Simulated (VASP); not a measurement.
# Be4Se3S (an interface model) in VASP: notebook, part 2 of 2

VASP 6.6.1. Earlier steps stand in the parts before.

## (5) Single point, PBEsol

Input file INCAR:

```
PREC = Accurate
ENCUT = 520
EDIFF = 1E-6
ISMEAR = 1
SIGMA = 0.05
LREAL = F
LASPH = T
NELM = 100
ALGO = Normal
ISIF = 2
LWAVE = F
LCHARG = F
GGA = PS
NBANDS = 26
```

Input file KPOINTS:

```
regular mesh
0
Gamma
  4 3 2
```

Input file POSCAR:

```
Be4Se3S
1.0
    2.4189980000     -2.4189980000      0.0000000000
    0.0000000000      0.0000000000      4.8379970000
   -5.2197040000     -5.2197040000      0.0000000000
Be Se S
4 3 1
Direct
    0.9749730000      0.9931980000      0.9984800000
    0.0573960000      0.0032880000      0.4812360000
    0.4363760000      0.4976490000      0.7562650000
    0.4988460000      0.4632630000      0.2516650000
    0.9859710000      0.2622630000      0.7339270000
    0.9461560000      0.2534470000      0.2252950000
    0.5043580000      0.7092140000      0.4670800000
    0.5297180000      0.7562020000      0.9940370000
```

Potentials or basis: VASP PAW PBE potentials, release 64 (Be, Se, S).

Started as:

```console
$ cat potpaw_PBE.64/Be/POTCAR potpaw_PBE.64/Se/POTCAR potpaw_PBE.64/S/POTCAR > POTCAR
$ mpirun -np 1 vasp_std > vasp.out
```

OUTCAR:

```text
PREC = Accurate
   ENCUT = 520
   EDIFF = 1E-6
   ISMEAR = 1
   LREAL = F
   LASPH = T
   NELM = 100
   ISIF = 2
   GGA = PS

 ion  position               nearest neighbor table
   1  0.975  0.993  0.998-   8 1.91   6 2.10   8 2.22   5 2.35
   2  0.057  0.003  0.481-   7 2.09   5 2.26   6 2.28   7 2.37
   3  0.436  0.498  0.756-   5 1.92   8 2.18   5 2.20   7 2.38
   4  0.499  0.463  0.252-   6 1.85   7 1.99   6 2.15   8 2.37
   5  0.986  0.262  0.734-   3 1.92   3 2.20   2 2.26   1 2.35
   6  0.946  0.253  0.225-   4 1.85   1 2.10   4 2.15   2 2.28
   7  0.504  0.709  0.467-   4 1.99   2 2.09   2 2.37   3 2.38
   8  0.530  0.756  0.994-   1 1.91   3 2.18   1 2.22   4 2.37

  LATTYP: Found a simple orthorhombic cell.
 ALAT       =     3.4209797790
 B/A-ratio  =     1.4142138547
 C/A-ratio  =     2.1577959138

  Lattice vectors:

 A1 = (   2.4189980000,  -2.4189980000,   0.0000000000)
 A2 = (   0.0000000000,   0.0000000000,   4.8379970000)
 A3 = (  -5.2197040000,  -5.2197040000,   0.0000000000)

Analysis of symmetry for initial positions (statically):
[... 180 lines left out ...]
 Fermi energy:         4.5225915624

 k-point     1 :       0.0000    0.0000    0.0000
  band No.  band energies     occupation
      1     -10.2772      2.00000
      2      -9.0259      2.00000
      3      -8.5623      2.00000
      4      -7.8615      2.00000
      5      -1.2566      2.00000
      6      -0.6559      2.00000
[... 395 lines left out ...]
     25      11.8596      0.00000
     26      12.1775      0.00000

------------------------ aborting loop because EDIFF is reached ----------------------------------------

  FORCE on cell =-STRESS in cart. coord.  units (eV):
  Direction    XX          YY          ZZ          XY          YZ          ZX
  --------------------------------------------------------------------------------------
  -------------------------------------------------------------------------------------
  Total        8.4013050      7.5999257      9.1857619     -7.4102880     -1.6577482     -2.3432385
  in kB      110.1743152     99.6650649    120.4616458    -97.1781655    -21.7396314    -30.7291189
  external PRESSURE =     110.1003419 kB  Pullay stress =       0.0000000 kB

 VOLUME and BASIS-vectors are now :
 -----------------------------------------------------------------------------
  energy-cutoff  :      520.00
  volume of cell :      122.17
      direct lattice vectors                 reciprocal lattice vectors
     2.418998000 -2.418998000  0.000000000     0.206697153 -0.206697153  0.000000000
     0.000000000  0.000000000  4.837997000     0.000000000  0.000000000  0.206697110
    -5.219704000 -5.219704000  0.000000000    -0.095790872 -0.095790872  0.000000000

 POSITION                                       TOTAL-FORCE (eV/Angst)
 -----------------------------------------------------------------------------------
     -2.85331     -7.57023      4.80509         1.963705     -0.462221      0.037581
     -2.37307     -2.65075      0.01591        -0.852770      1.068691     -0.170831
     -2.89189     -5.00307      2.40762         1.936578     -1.999858      2.132726
     -0.10691     -2.52032      2.24127        -1.323523      3.608396      2.367653
     -1.44582     -6.21594      1.26883        -1.685793      1.323229     -2.398832
      1.11278     -3.46472      1.22618         2.619020     -3.150965     -2.607428
     -1.21798     -3.65806      3.43118        -1.188942     -2.268778      1.951832
     -3.90719     -6.46997      3.65850        -1.468274      1.881507     -1.312701
 -----------------------------------------------------------------------------------
    total drift:                               -0.000285      0.000076     -0.000116

  FREE ENERGIE OF THE ION-ELECTRON SYSTEM (eV)
  ---------------------------------------------------
  free  energy   TOTEN  =       -36.4755497331 eV

  energy  without entropy=      -36.4756705382  energy(sigma->0) =      -36.47559000
```

stdout:

```text
POSCAR found type information on POSCAR BeSeS
 POSCAR found :  3 types and       8 ions
 scaLAPACK will be used
 -----------------------------------------------------------------------------
|                                                                             |
|                                                                             |
|     You enforced a specific xc type in the INCAR file but a different       |
|     I HOPE YOU KNOW WHAT YOU ARE DOING!                                     |
|                                                                             |
 -----------------------------------------------------------------------------

 LDA part: xc-table for (Slater+PW92), standard interpolation
 POSCAR, INCAR and KPOINTS ok, starting setup
 FFT: planning ... GRIDC
 FFT: planning ... GRID_SOFT
 FFT: planning ... GRID
 WAVECAR not read
 entering main loop
```

Run time: 56 s. Hardware: 1 thread of Intel Xeon Platinum 8488C (Sapphire Rapids), shared host; peak memory 0.23 GiB.

Results:

| Property | Result |
| --- | --- |
| Free energy | -36.4755 eV |
| Pressure | 11.0 GPa |
| Largest force | 4.857 eV/Å |
| Band gap on the k mesh | 1.70 eV, indirect (least direct gap 1.78 eV) |

Forces in eV/Å, atoms in the order of the input:
```
Be   1.964 -0.462  0.038
Be  -0.853  1.069 -0.171
Be   1.937 -2.000  2.133
Be  -1.324  3.608  2.368
Se  -1.686  1.323 -2.399
Se   2.619 -3.151 -2.607
Se  -1.189 -2.269  1.952
S   -1.468  1.882 -1.313
```

Caveat: the k points lie up to 0.46 Å⁻¹ apart; the PAW data sets were made with another functional, which shifts forces and pressure a little.
